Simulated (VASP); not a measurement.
The system is Cu3S.

```
CELL_PARAMETERS angstrom
3.87167 0.00000 0.00000
0.00000 3.87167 0.00000
0.00000 0.00000 3.87167
ATOMIC_POSITIONS crystal
Cu 0.00000 0.50000 0.50000
Cu 0.50000 0.00000 0.50000
Cu 0.50000 0.50000 0.00000
S 0.00000 0.00000 0.00000
```

| Quantity | Value |
| --- | --- |
| Program | VASP 6.6.1 |
| Task | relaxation of cell and atoms |
| Functional | PBE |
| Potentials or basis | VASP PAW PBE potentials, release 64 (Cu, S) |
| Cutoff | 600 eV |
| k mesh | 4 × 4 × 4 |
| Occupations | gaussian, width 0.1 eV |
| Spin | no spin polarisation |

At the start: pressure -10.7 GPa; volume 14.51 Å³/atom.

Question: Where does the relaxation end?

Answer: Over 3 steps the energy falls by 63.2 meV/atom and the volume is 12.83 Å³/atom (-11.6 %); space group Pm-3m (No. 221, to 0.1 Å) before and after.

Step by step:
```
step  energy change (eV)  largest force (eV/Å)  pressure (GPa)  volume (Å³)
   1              0.0000                0.0000          -10.75        58.04
   2             -0.2441                0.0000            2.63        50.24
   3             -0.2529                0.0000            0.01        51.31
```

Final structure:
```
Cu S
1.0
     3.71600    0.00000    0.00000
     0.00000    3.71600    0.00000
     0.00000    0.00000    3.71600
Cu S
3 1
Direct
  0.00000 0.50000 0.50000
  0.50000 0.00000 0.50000
  0.50000 0.50000 0.00000
  0.00000 0.00000 0.00000
```

Caveat: the k points lie up to 0.42 Å⁻¹ apart in the final cell, too coarse for converged energies and pressures of a metal.
